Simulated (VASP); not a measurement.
Runs of VASP 6.6.1 on Si3Ag. The structure is that of space group Fm-3m (No. 225), or close to it. The cells are those of the table. The cell was built from a structure type or drawn by symmetry, and may not be a known phase.

```csv
task,cell,k mesh,cutoff (eV),gap on the mesh (eV),pressure (GPa),relaxed volume (Å³/atom)
relaxation of cell and atoms,"relaxed from a = 4.546 Å, angles 60.0°, 4 atoms",6 × 6 × 6,600,none,0.0,(a)
single point,"a = 4.516 Å, angles 60.0°, 4 atoms",12 × 12 × 12,520,none,0.0,-
single point,"a = 4.519 Å, angles 60.0°, 4 atoms",6 × 6 × 6,520,none,-0.1,-
single point,"a = 4.546 Å, angles 60.0°, 4 atoms",4 × 4 × 4,520,none,-0.3,-
relaxation of cell and atoms,"relaxed from a = 4.519 Å, angles 60.0°, 4 atoms",12 × 12 × 12,600,none,-0.1,16.28
```

Alike in all rows: level PBE; potentials or basis VASP PAW PBE potentials, release 64 (Si, Ag); no spin polarisation; smearing gaussian 0.1 eV.

Task: Fill in the values left out.

Result: (a) 16.30.

Caveats: some runs use coarse meshes.

A k mesh can miss the band edges, and the runs leave out spin-orbit coupling on Ag.

A gap of «none» marks levels without a gap at the run's occupations.
